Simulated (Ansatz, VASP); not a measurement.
**KF: VASP beside Ansatz**

```
K F
1.0
     0.33545    2.85131    2.85131
     2.85131    0.33545    2.85131
     2.85131    2.85131    0.33545
K F
1 1
Direct
  0.00000 0.00000 0.00000
  0.50000 0.50000 0.50000
```

Alike in both runs: task single point; functional PBE; k mesh 8 × 8 × 8; occupations gaussian, width 0.05 eV; no spin polarisation.

|  | VASP | Ansatz |
| --- | --- | --- |
| version | VASP 6.6.1 | Ansatz 0.2.0 |
| potentials or method | VASP PAW PBE potentials, release 64 (K_sv, F), cutoff 520 eV | scalar-relativistic, plane waves, PAW |
| valence electrons in the cell | 16 | 16 |

VASP gave:

```
gap on the k mesh at the Fermi level (eV)                     : 5.88
least direct gap on the mesh (eV)                             : 5.88
pressure (GPa)                                                : 0.8
traceless stress, the component that is largest in VASP (GPa) : -2.30
```

Task: Estimate Ansatz's values.

Result: gap on the k mesh at the Fermi level (eV): 5.89; least direct gap on the mesh (eV): 5.89; pressure (GPa): 0.8; traceless stress, the component that is largest in VASP (GPa): -2.32.

With one functional, cell and mesh, what is left measures potentials, basis and numerics.
